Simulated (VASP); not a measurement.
Bi: single point with PBE

The system is Bi.

```
Bi
1.0
    -2.03638    2.14529    2.04109
     2.03194   -2.11133    2.00269
     1.99187    2.06683   -2.00713
Bi
1
Direct
  0.00000 0.00000 0.00000
```

This cell differs from its parent crystal: the cell strained at random.

```yaml
Program: VASP 6.6.1
Task: single point
Functional: PBE
Potentials_or_basis: VASP PAW PBE potentials, release 64 (Bi_d)
Cutoff: 520 eV
k_mesh: 12 × 12 × 12
Occupations: gaussian, width 0.1 eV
Spin: no spin polarisation
Dipole_correction: no
Further_INCAR_settings: ALGO = Fast; EDIFF = 1e-07; NBANDS = 14
```

The pressure is -3.7 GPa. The band gap on the k mesh is zero (an odd number of electrons rules out a gap without spin polarisation).

Stress tensor (GPa, compression positive):
```
-3.29  0.51  0.02
 0.51 -4.26 -0.36
 0.02 -0.36 -3.45
```

Levels at points of the mesh, in eV from the Fermi level:
| k point | band 3 | band 4 | band 5 | band 6 | band 7 | band 8 | band 9 | band 10 | band 11 | band 12 |
| --- | --- | --- | --- | --- | --- | --- | --- | --- | --- | --- |
| (0.00, 0.00, 0.00) | -22.97 | -22.89 | -22.88 | -12.90 | 4.22 | 4.49 | 4.64 | 7.93 | 10.14 | 10.62 |
| (0.50, 0.00, 0.00) | -22.90 | -22.89 | -22.83 | -10.50 | -4.58 | 1.65 | 3.44 | 5.91 | 7.64 | 11.51 |
| (0.00, 0.50, 0.00) | -22.89 | -22.89 | -22.82 | -10.27 | -4.47 | 1.11 | 2.85 | 5.32 | 7.00 | 12.48 |
| (0.50, 0.50, 0.00) | -22.90 | -22.89 | -22.83 | -10.50 | -4.57 | 1.64 | 3.38 | 5.89 | 7.58 | 11.62 |
| (0.00, 0.00, 0.50) | -22.90 | -22.89 | -22.82 | -10.29 | -4.53 | 1.37 | 3.26 | 5.66 | 7.47 | 11.22 |
| (0.50, 0.00, 0.50) | -22.89 | -22.89 | -22.83 | -10.28 | -4.48 | 1.18 | 2.81 | 5.39 | 6.96 | 12.51 |
| (0.00, 0.50, 0.50) | -22.90 | -22.89 | -22.83 | -10.33 | -4.55 | 1.44 | 3.35 | 5.73 | 7.56 | 11.22 |
| (0.50, 0.50, 0.50) | -22.85 | -22.84 | -22.83 | -8.67 | -2.02 | -1.42 | -1.33 | 3.50 | 3.80 | 15.03 |

It took 3.8 min on 1 thread of Intel(R) Xeon(R) 6975P-C (Granite Rapids), with other jobs on the host, peak memory 0.46 GiB.

Caveat: the cell differs from its parent crystal (the cell strained at random); the cell stands under tension; spin-orbit coupling is left out, which moves the levels of the heavy elements.
